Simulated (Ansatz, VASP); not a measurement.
**TaN in VASP and in Ansatz**

INCAR

```
SYSTEM = TaN
PREC = Accurate ; ENCUT = 600
EDIFF = 1E-6 ; ISMEAR = -1
SIGMA = 0.03 ; LREAL = .False.
LASPH = .True. ; NELM = 120
ALGO = Normal ; ISIF = 2
LWAVE = .False. ; LCHARG = .False.
GGA = PE ; NBANDS = 24
GGA_COMPAT = .False.
```

File KPOINTS:

```
regular mesh
0
Gamma
  7 7 4
  0 0 0
```

File POSCAR:

```
TaN
1.0
    3.0500000000      0.0000000000      0.0000000000
   -1.5250000000      2.6413774815      0.0000000000
    0.0000000000      0.0000000000      4.9400000000
Ta N
2 2
Direct
    0.3000000000      0.6500000000     -0.0057500000
    0.6666666667      0.3333333333      0.5000000000
    0.3333333333      0.6666666667      0.3850000000
    0.7000000000      0.3500000000      0.8907500000
```

Input for Ansatz:

```yaml
crystal:
  lattice:
    - [3.05, 0.0, 0.0]
    - [-1.525, 2.6413774815, 0.0]
    - [0.0, 0.0, 4.94]
  atoms:
    - { symbol: Ta, position: [0.3, 0.65, -0.00575] }
    - { symbol: Ta, position: [0.6666666667, 0.3333333333, 0.5] }
    - { symbol: "N", position: [0.3333333333, 0.6666666667, 0.385] }
    - { symbol: "N", position: [0.7, 0.35, 0.89075] }
kpoints:
  mp_grid: { grid: [7, 7, 4] }
scf:
  occupations: { method: fermi_dirac, width: 0.03 }
hamiltonian:
  xc: pbe
  pseudopotentials: { kind: paw }
output:
  forces: true
  stress: true
  eigenvalues: true
  populations: true
  write_density: true
  write_potential: true
  elf: true
  volumetric_format: npy
```

Change from the starting cell: shortest bond scaled by 0.9, PAW files.

Alike in both runs: task single point; functional PBE; k mesh 7 × 7 × 4; occupations fermi-dirac, width 0.03 eV; no spin polarisation.

|  | VASP | Ansatz |
| --- | --- | --- |
| version | VASP 6.6.1 | Ansatz 0.2.0 |
| potentials or method | VASP PAW PBE potentials, release 64 (Ta_pv, N) | PAW with Ansatz's default frozen-core files, scalar-relativistic |
| plane-wave cutoff (eV) | 600 | 420 |
| valence electrons in the cell | 32 | 36 |

VASP gave:

* pressure (GPa): 147.5
* traceless stress, the component that is largest in VASP (GPa): 34.07
* rms of the force components (eV/Å): 4.278

Question: Which values does Ansatz return?

Answer: Pressure (GPa): 144.0; traceless stress, the component that is largest in VASP (GPa): 33.12; rms of the force components (eV/Å): 4.133.

Atom by atom the forces differ by 0.147 eV/Å (rms over components). Both programs put the cell under a high pressure, so it lies far from rest at this level. VASP's potentials hold 32 valence electrons a cell and Ansatz's 36, so a difference there can come from the potentials and not from the codes.

Neither program's run includes spin-orbit coupling. Noted on VASP's run: the cell as given lies far from equilibrium.
